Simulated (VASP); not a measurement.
Runs of VASP 6.6.1 on Si. The structure is that of space group Ia-3 (No. 206), or close to it. The cells are those of the table. 

| cell | gap on the mesh (eV) | pressure (GPa) | largest force (eV/Å) |
| --- | --- | --- | --- |
| a = 6.045 Å, angles 109.5°, 8 atoms | none | (b) | 0.58 |
| a = 5.469 Å, angles 109.5°, 8 atoms | none | (a) | 0.91 |
| a = 5.661 Å, angles 110.2, 110.2, 108.1°, 8 atoms | none | 5.6 | 0.31 |
| a = 5.613 Å, angles 109.5°, 8 atoms | none | 9.0 | 0.40 |
| a = 5.901 Å, angles 109.5°, 8 atoms | none | -6.7 | 0.33 |

Alike in all rows: task single point; level r2SCAN; potentials or basis VASP PAW PBE potentials, release 64 (Si); no spin polarisation; k mesh 8 × 8 × 8; cutoff (eV) 520; smearing gaussian 0.15 eV.

Question: Estimate the missing entries.

Answer: (a) 21.6; (b) -11.0.

Caveats: semilocal functionals underestimate gaps, and a narrow one can read as zero; the PAW data sets were made with another functional, which shifts forces and pressure a little; the cell stands under pressure (at least some runs); the cell stands under tension (at least some runs).

A gap of «none» marks levels without a gap at the run's occupations.
